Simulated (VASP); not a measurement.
# CaO in VASP: notebook

The runs below take CaO through single point, relaxation of cell and atoms, with PBE.

Everything below comes from runs of VASP 6.6.1. Logs are shortened: lines on timing, memory, paths and dates and some standing lists are left out, and cuts for length are marked.

**1. The cell of the first run**

Symmetry: Fm-3m, No. 225, cubic system. The conventional cell has a = 4.831 Å, b = 4.831 Å, c = 4.831 Å, α = 90.00°, β = 90.00°, γ = 90.00°. Within 3.2 Å of Ca (site symmetry m-3m) lie 6 O at 2.42 Å. Within 3.2 Å of O (site symmetry m-3m) lie 6 Ca at 2.42 Å.

**2. Single point, PBE**

File INCAR:

```
ALGO = Normal
EDIFF = 1E-6
ENCUT = 520
GGA = PE
ISIF = 2
ISMEAR = 0
LASPH = T
LCHARG = F
LREAL = F
LWAVE = F
NBANDS = 15
NELM = 80
PREC = Accurate
SIGMA = 0.02
```

File KPOINTS:

```
k-points
0
Gamma
  8 8 8
```

File POSCAR:

```
CaO
1.0
    0.0000000000      2.4155353578      2.4155353578
    2.4155353578      0.0000000000      2.4155353578
    2.4155353578      2.4155353578      0.0000000000
Ca O
1 1
Direct
    0.5000000000      0.5000000000      0.5000000000
    0.0000000000      0.0000000000      0.0000000000
```

Potentials or basis: VASP PAW PBE potentials, release 64 (Ca_sv, O).

Launch:

```sh
$ cat potpaw_PBE.64/Ca_sv/POTCAR potpaw_PBE.64/O/POTCAR > POTCAR
$ mpirun -np 1 vasp_std > vasp.out
```

OUTCAR:

```text
EDIFF = 1E-6
   ENCUT = 520
   GGA = PE
   ISIF = 2
   ISMEAR = 0
   LASPH = T
   LREAL = F
   NELM = 80
   PREC = Accurate

 ion  position               nearest neighbor table
   1  0.500  0.500  0.500-   2 2.42   2 2.42   2 2.42   2 2.42   2 2.42   2 2.42
   2  0.000  0.000  0.000-   1 2.42   1 2.42   1 2.42   1 2.42   1 2.42   1 2.42

  LATTYP: Found a face centered cubic cell.
 ALAT       =     4.8310707156

  Lattice vectors:

 A1 = (   0.0000000000,   2.4155353578,   2.4155353578)
 A2 = (   2.4155353578,   0.0000000000,   2.4155353578)
 A3 = (   2.4155353578,   2.4155353578,   0.0000000000)

Analysis of symmetry for initial positions (statically):
=====================================================================
 Subroutine PRICEL returns:
 Original cell was already a primitive cell.

 Routine SETGRP: Setting up the symmetry group for a
 face centered cubic supercell.

 Subroutine GETGRP returns: Found 48 space group operations
 (whereof 48 operations were pure point group operations)
 out of a pool of 48 trial point group operations.

The static configuration has the point symmetry O_h .

Analysis of symmetry for dynamics (positions and initial velocities):
=====================================================================
 Subroutine PRICEL returns:
 Original cell was already a primitive cell.

 Routine SETGRP: Setting up the symmetry group for a
 face centered cubic supercell.

 Subroutine GETGRP returns: Found 48 space group operations
 (whereof 48 operations were pure point group operations)
 out of a pool of 48 trial point group operations.

The dynamic configuration has the point symmetry O_h .

 Subroutine INISYM returns: Found 48 space group operations
 (whereof 48 operations are pure point group operations),
 and found     1 'primitive' translations

----------------------------------------------------------------------------------------

                                     Primitive cell

  volume of cell :      28.1884

  direct lattice vectors                    reciprocal lattice vectors
     0.000000000  2.415535358  2.415535358    -0.206993451  0.206993451  0.206993451
     2.415535358  0.000000000  2.415535358     0.206993451 -0.206993451  0.206993451
     2.415535358  2.415535358  0.000000000     0.206993451  0.206993451 -0.206993451

  length of vectors
     3.416082863  3.416082863  3.416082863     0.358523174  0.358523174  0.358523174

  position of ions in fractional coordinates (direct lattice)
     0.500000000  0.500000000  0.500000000
     0.000000000  0.000000000  0.000000000

  ion indices of the primitive-cell ions
   primitive index   ion index
                 1           1
                 2           2

----------------------------------------------------------------------------------------

 KPOINTS: k-points

Automatic generation of k-mesh.
 Grid dimensions read from file:
 generate k-points for:    8    8    8

 Generating k-lattice:

  Cartesian coordinates                     Fractional coordinates (reciprocal lattice)
    -0.025874181  0.025874181  0.025874181     0.125000000  0.000000000  0.000000000
     0.025874181 -0.025874181  0.025874181     0.000000000  0.125000000  0.000000000
     0.025874181  0.025874181 -0.025874181     0.000000000  0.000000000  0.125000000

  Length of vectors
     0.044815397  0.044815397  0.044815397

  Shift w.r.t. Gamma in fractional coordinates (k-lattice)
     0.000000000  0.000000000  0.000000000

 Subroutine IBZKPT returns following result:
 ===========================================

 Found     29 irreducible k-points:

 Following reciprocal coordinates:
            Coordinates               Weight
  0.000000  0.000000  0.000000      1.000000
  0.125000  0.000000  0.000000      8.000000
  0.250000  0.000000  0.000000      8.000000
  0.375000  0.000000  0.000000      8.000000
  0.500000  0.000000  0.000000      4.000000
  0.125000  0.125000  0.000000      6.000000
[... 16 lines left out ...]
  0.500000  0.250000  0.125000     48.000000
 -0.375000  0.250000  0.125000     24.000000
 [... further k-points ...]
   k-points           NKPTS =     29   k-points in BZ     NKDIM =     29   number of bands    NBANDS=     15
   number of dos      NEDOS =    301   number of ions     NIONS =      2
   total plane-waves  NPLWV =  21952
   dimension x,y,z NGX =    28 NGY =   28 NGZ =   28
   dimension x,y,z NGXF=    56 NGYF=   56 NGZF=   56
   ions per type =               1   1
   NGX,Y,Z   is equivalent  to a cutoff of  13.63, 13.63, 13.63 a.u.
   NGXF,Y,Z  is equivalent  to a cutoff of  27.25, 27.25, 27.25 a.u.
 SYSTEM =  unknown system
   PREC   = accura    normal or accurate (medium, high low for compatibility)
   ISTART =      0    job   : 0-new  1-cont  2-samecut
   ICHARG =      2    charge: 1-file 2-atom 10-const
   ISPIN  =      1    spin polarized calculation?
   LNONCOLLINEAR =      F non collinear calculations
   LSORBIT =      F    spin-orbit coupling
   LASPH  =      T    aspherical Exc in radial PAW
   ENCUT  =  520.0 eV  38.22 Ry    6.18 a.u.   6.35  6.35  6.35*2*pi/ulx,y,z
   NELM   =     80;   NELMIN=  2; NELMDL= -5     # of ELM steps
   EDIFF  = 0.1E-05   stopping-criterion for ELM
   LREAL  =      F    real-space projection
   EDIFFG = 0.1E-04   stopping-criterion for IOM
   NSW    =      0    number of steps for IOM
   IBRION =     -1    ionic relax: 0-MD 1-quasi-New 2-CG
   NFREE  =      0    steps in history (QN), initial steepest desc. (CG)
   ISIF   =      2    stress and relaxation
   ISYM   =      2    0-nonsym 1-usesym 2-fastsym
   POTIM  = 0.5000    time-step for ionic-motion
   TEBEG  =    0.0;   TEEND  =   0.0 temperature during run
   PSTRESS=    0.0 pullay stress
   NELECT =      16.0000    total number of electrons
   NUPDOWN=      -1.0000    fix difference up-down
   EMIN   =  10.00;   EMAX   =-10.00  energy-range for DOS
   EFERMI =   0.00;   METHOD = LEGACY
   ISMEAR =     0;   SIGMA  =   0.02  broadening in eV -4-tet -1-fermi 0-gaus
   EFERMI_NEDOS =   21; number of points for ismear=-14 and -15
   IALGO  =     38    algorithm
   IMIX   =      4    mixing-type and parameters
     AMIX     =   0.40;   BMIX     =  1.00
     AMIX_MAG =   1.60;   BMIX_MAG =  1.00
  volume/ion in A,a.u.               =      14.09        95.11
  Fermi-wavevector in a.u.,A,eV,Ry     =   1.355475  2.561476 24.998144  1.837312
  Thomas-Fermi vector in A             =   2.482559
   LORBIT       =      0    0 simple, 1 ext, 2 COOP (PROOUT), +10 PAW based schemes
   GGA     = PE    functional components
   LHFCALC =     F    Hartree Fock is set to
   AEXX    =    0.0000 exact exchange contribution
   IVDW    =     0    specifies the selected vdW correction
   LEPSILON=     F    determine dielectric tensor
   LRPA    =     F    only Hartree local field effects (RPA)
 non-spin polarized calculation
 Gauss-broadening in eV      SIGMA  =   0.02
  energy-cutoff  :      520.00
  volume of cell :       28.19
 maximum number of plane-waves:       775
 NGX is ok and might be reduce to    28

 number of electron      15.9999999 magnetization

 Free energy of the ion-electron system (eV)
  ---------------------------------------------------
  ext. energy  EPLUGINS =         0.00000000
  ---------------------------------------------------
  free energy    TOTEN  =       -12.80533142 eV

  energy without entropy =      -12.80533142  energy(sigma->0) =      -12.80533142

 E-fermi :   2.5173     XC(G=0): -10.4007

 val. band max:        2.2637591509   @ k =   0.0000   0.0000   0.0000
 cond. band min:       5.9028833722   @ k =   0.5000   0.5000   0.0000
 fundamental gap:      3.6391242213
 Fermi energy:         2.5172947417

 k-point     1 :       0.0000    0.0000    0.0000
  band No.  band energies     occupation
      1     -35.4368      2.00000
      2     -16.2115      2.00000
      3     -16.2115      2.00000
      4     -16.2115      2.00000
      5     -13.2388      2.00000
      6       2.2638      2.00000
      7       2.2638      2.00000
      8       2.2638      2.00000
      9       6.8531      0.00000
     10       8.4508      0.00000
     11       8.4508      0.00000
     12       8.4508      0.00000
     13       9.9278      0.00000
     14       9.9278      0.00000
     15      17.2390      0.00000

 k-point     2 :       0.1250    0.0000    0.0000
  band No.  band energies     occupation
      1     -35.4229      2.00000
      2     -16.4068      2.00000
      3     -16.2192      2.00000
      4     -16.2192      2.00000
      5     -13.0323      2.00000
      6       1.7340      2.00000
      7       2.0589      2.00000
      8       2.0589      2.00000
      9       7.5340      0.00000
     10       8.4103      0.00000
     11       8.7099      0.00000
     12       8.7099      0.00000
     13      10.2859      0.00000
     14      10.2859      0.00000
     15      17.7975      0.00000

 k-point     3 :       0.2500    0.0000    0.0000
  band No.  band energies     occupation
      1     -35.3891      2.00000
      2     -16.8032      2.00000
      3     -16.2376      2.00000
      4     -16.2376      2.00000
      5     -12.6071      2.00000
      6       0.7473      2.00000
      7       1.6195      2.00000
      8       1.6195      2.00000
      9       8.4698      0.00000
     10       8.9881      0.00000
     11       9.3890      0.00000
     12       9.3890      0.00000
     13      11.1486      0.00000
     14      11.1486      0.00000
     15      18.0420      0.00000
[... 343 lines left out ...]
 k-point    23 :       0.5000    0.2500    0.1250
  band No.  band energies     occupation
      1     -35.3373      2.00000
      2     -16.9858      2.00000
      3     -16.4238      2.00000
      4     -16.3070      2.00000
      5     -12.4217      2.00000
      6       0.2886      2.00000
      7       1.2160      2.00000
      8       1.4318      2.00000
      9       8.1026      0.00000
     10       9.6655      0.00000
     11      10.6444      0.00000
     12      10.7265      0.00000
     13      12.0628      0.00000
     14      13.2246      0.00000
     15      16.8513      0.00000

 k-point    24 :      -0.3750    0.2500    0.1250
  band No.  band energies     occupation
      1     -35.3261      2.00000
      2     -17.0448      2.00000
      3     -16.4383      2.00000
      4     -16.3308      2.00000
      5     -12.3676      2.00000
      6       0.2369      2.00000
      7       1.1506      2.00000
      8       1.2291      2.00000
      9       8.9514      0.00000
     10       9.0304      0.00000
     11      10.9296      0.00000
     12      11.0856      0.00000
     13      12.3485      0.00000
     14      14.0326      0.00000
     15      15.8941      0.00000

 [... further k-points ...]
[... 5 lines left out ...]
  --------------------------------------------------------------------------------------
  -------------------------------------------------------------------------------------
  Total        0.0910728      0.0910728      0.0910728     -0.0000000      0.0000000      0.0000000
  in kB        5.1764168      5.1764168      5.1764168     -0.0000000      0.0000000      0.0000000
  external PRESSURE =       5.1764168 kB  Pullay stress =       0.0000000 kB

 VOLUME and BASIS-vectors are now :
 -----------------------------------------------------------------------------
  energy-cutoff  :      520.00
  volume of cell :       28.19
      direct lattice vectors                 reciprocal lattice vectors
     0.000000000  2.415535358  2.415535358    -0.206993451  0.206993451  0.206993451
     2.415535358  0.000000000  2.415535358     0.206993451 -0.206993451  0.206993451
     2.415535358  2.415535358  0.000000000     0.206993451  0.206993451 -0.206993451

 POSITION                                       TOTAL-FORCE (eV/Angst)
 -----------------------------------------------------------------------------------
      2.41554      2.41554      2.41554        -0.000000     -0.000000     -0.000000
      0.00000      0.00000      0.00000         0.000000      0.000000      0.000000
 -----------------------------------------------------------------------------------
    total drift:                                0.000000      0.000000      0.000000

  FREE ENERGIE OF THE ION-ELECTRON SYSTEM (eV)
  ---------------------------------------------------
  free  energy   TOTEN  =       -12.8053314179 eV

  energy  without entropy=      -12.8053314179  energy(sigma->0) =      -12.80533142
```

Run time: 30 s. Hardware: 1 thread of Oxide Virtual Turin-like, shared host; peak memory 0.13 GiB.

Results:

```
Free energy            : -12.8053 eV
Pressure               : 0.5 GPa
Band gap on the k mesh : 3.64 eV, indirect (least direct gap 4.02 eV)
```

**3. Relaxation of cell and atoms, PBE**

File INCAR:

```
SYSTEM = CaO
  ALGO = Normal
  EDIFF = 1E-6
  EDIFFG = -0.01
  ENCUT = 600
  GGA = PE
  IBRION = 2
  ISIF = 3
  ISMEAR = 0
  LASPH = .TRUE.
  LCHARG = .FALSE.
  LREAL = .FALSE.
  LWAVE = .FALSE.
  NELM = 100
  NSW = 100
  PREC = Accurate
  SIGMA = 0.02
```

File KPOINTS:

```
k-points
0
G
  8 8 8
  0 0 0
```

File POSCAR:

```
CaO
1.0
    0.0000000000      2.4146832835      2.4146832835
    2.4146832835      0.0000000000      2.4146832835
    2.4146832835      2.4146832835      0.0000000000
Ca O
1 1
Direct
    0.5000000000      0.5000000000      0.5000000000
    0.0000000000      0.0000000000      0.0000000000
```

Potentials or basis: VASP PAW PBE potentials, release 64 (Ca_sv, O).

Launch:

```sh
$ cat potpaw_PBE.64/Ca_sv/POTCAR potpaw_PBE.64/O/POTCAR > POTCAR
$ mpirun -np 1 vasp_std > vasp.out
```

Run time: 60 s. Hardware: 1 thread of Oxide Virtual Turin-like, shared host; peak memory 0.13 GiB.

It converged, with:

| Item | Value |
| --- | --- |
| Free energy | -12.8077 eV |
| Relaxed volume | 14.15 Å³/atom |
| Relaxed cell | a = 3.421 Å, b = 3.421 Å, c = 3.421 Å, α = 60.00°, β = 60.00°, γ = 60.00° |
| Space group after relaxing (to 0.05 Å) | Fm-3m (No. 225) |
| Energy gained by relaxing | 0.1 meV/atom |
| Ionic steps | 3 |
| Pressure after relaxing | 0.0 GPa |
| Band gap on the k mesh | 3.64 eV, indirect (least direct gap 4.02 eV) |

The path:
| step | energy change (eV) | largest force (eV/Å) | pressure (GPa) | volume (Å³) |
| --- | --- | --- | --- | --- |
| 1 | 0.0000 | 0.0000 | 0.54 | 28.16 |
| 2 | -0.0002 | 0.0000 | -0.17 | 28.35 |
| 3 | -0.0002 | 0.0000 | -0.03 | 28.31 |

Final structure:
```cif
data_structure
_symmetry_space_group_name_H-M 'P 1'
_symmetry_Int_Tables_number 1
_cell_length_a 3.4208
_cell_length_b 3.4208
_cell_length_c 3.4208
_cell_angle_alpha 60.000
_cell_angle_beta 60.000
_cell_angle_gamma 60.000
_cell_volume 28.31
loop_
_atom_site_label
_atom_site_type_symbol
_atom_site_fract_x
_atom_site_fract_y
_atom_site_fract_z
_atom_site_occupancy
Ca1 Ca 0.50000 0.50000 0.50000 1
O1 O 0.00000 0.00000 0.00000 1
```

Levels at points of the mesh, in eV from the valence-band top:
| k point | band 4 | band 5 | band 6 | band 7 | band 8 | band 9 | band 10 | band 11 | band 12 |
| --- | --- | --- | --- | --- | --- | --- | --- | --- | --- |
| (0.00, 0.00, 0.00) | -18.49 | -15.49 | 0.00 | 0.00 | 0.00 | 4.56 | 6.18 | 6.18 | 6.18 |
| (0.50, 0.00, 0.00) | -18.55 | -14.38 | -2.59 | -1.16 | -1.16 | 6.96 | 8.25 | 8.25 | 8.36 |
| (0.50, 0.50, 0.00) | -18.71 | -15.26 | -1.31 | -0.38 | -0.38 | 3.64 | 7.90 | 8.78 | 9.40 |

A k mesh can miss the band edges.

**4. Single point, PBE**

This run uses another cell than the first one: it holds 8 atoms, not 2.

File INCAR:

```
SYSTEM = CaO
ALGO = Normal ; EDIFF = 1E-6
ENCUT = 520 ; GGA = PE
ISIF = 2 ; ISMEAR = 0
LASPH = .TRUE. ; LCHARG = .TRUE.
LELF = .TRUE. ; LREAL = .FALSE.
LVHAR = .TRUE. ; LWAVE = .FALSE.
NBANDS = 42 ; NELM = 100
PREC = Accurate ; SIGMA = 0.02
```

File KPOINTS:

```
k-points
0
G
  8 8 4
  0 0 0
```

File POSCAR:

```
CaO
1.0
    2.4153549801     -2.4153981776      0.0000000000
    2.4153549801      2.4153981776      0.0000000000
    0.0000000000      0.0000000000      9.6628447010
Ca O
4 4
Direct
    0.2500085928      0.7499914072      0.1249981604
    0.7499914072      0.2500085928      0.8750018396
    0.2499914072      0.7500085928      0.6249981604
    0.7500085928      0.2499914072      0.3750018396
    0.2499875954      0.7500124046      0.3750016519
    0.7500124046      0.2499875954      0.6249983481
    0.2500124046      0.7499875954      0.8750016519
    0.7499875954      0.2500124046      0.1249983481
```

Launch:

```sh
$ cat potpaw_PBE.64/Ca_sv/POTCAR potpaw_PBE.64/O/POTCAR > POTCAR
$ mpirun -np 1 vasp_std > vasp.out
```

Run time: 8.3 min. Hardware: 1 thread of Oxide Virtual Turin-like, shared host; peak memory 0.33 GiB.

Results (log left out):

| Property | Result |
| --- | --- |
| Free energy | -51.2214 eV |
| Pressure | 0.6 GPa |
| Band gap on the k mesh | 3.64 eV |

Levels at points of the mesh, in eV from the valence-band top:
| k point | band 28 | band 29 | band 30 | band 31 | band 32 | band 33 | band 34 | band 35 | band 36 | band 37 |
| --- | --- | --- | --- | --- | --- | --- | --- | --- | --- | --- |
| (0.00, 0.00, 0.00) | -0.30 | -0.30 | 0.00 | 0.00 | 0.00 | 3.64 | 4.59 | 4.69 | 4.69 | 6.19 |
| (0.50, 0.00, 0.00) | -1.17 | -1.08 | -1.08 | -0.84 | -0.84 | 6.44 | 6.44 | 6.98 | 6.98 | 7.18 |
| (0.50, 0.50, 0.00) | -1.06 | -0.38 | -0.38 | -0.38 | -0.38 | 3.64 | 3.64 | 6.27 | 6.27 | 6.27 |
| (0.00, 0.00, 0.50) | -0.37 | -0.12 | -0.12 | -0.12 | -0.12 | 3.92 | 3.92 | 5.34 | 5.34 | 5.67 |
| (0.50, 0.00, 0.50) | -1.13 | -1.02 | -1.02 | -1.02 | -1.02 | 6.72 | 6.72 | 6.72 | 6.72 | 7.45 |
| (0.50, 0.50, 0.50) | -0.84 | -0.66 | -0.66 | -0.66 | -0.66 | 4.46 | 4.46 | 4.46 | 4.46 | 8.17 |

**5. Overview**

```csv
task,cell,k mesh,cutoff (eV),gap on the mesh (eV),pressure (GPa)
single point,"a = 3.416 Å, angles 60.0°, 2 atoms",8 × 8 × 8,520,3.64,0.5
relaxation of cell and atoms,"relaxed from a = 3.415 Å, angles 60.0°, 2 atoms",8 × 8 × 8,600,3.64,0.0
single point,"a = 3.416, b = 3.416, c = 9.663 Å, 8 atoms",8 × 8 × 4,520,3.64,0.6
```

Alike in all rows: level PBE; potentials or basis VASP PAW PBE potentials, release 64 (Ca_sv, O); no spin polarisation; smearing gaussian 0.02 eV.

Total energies depend on the potentials used, so only differences within one code and one set of settings carry meaning.
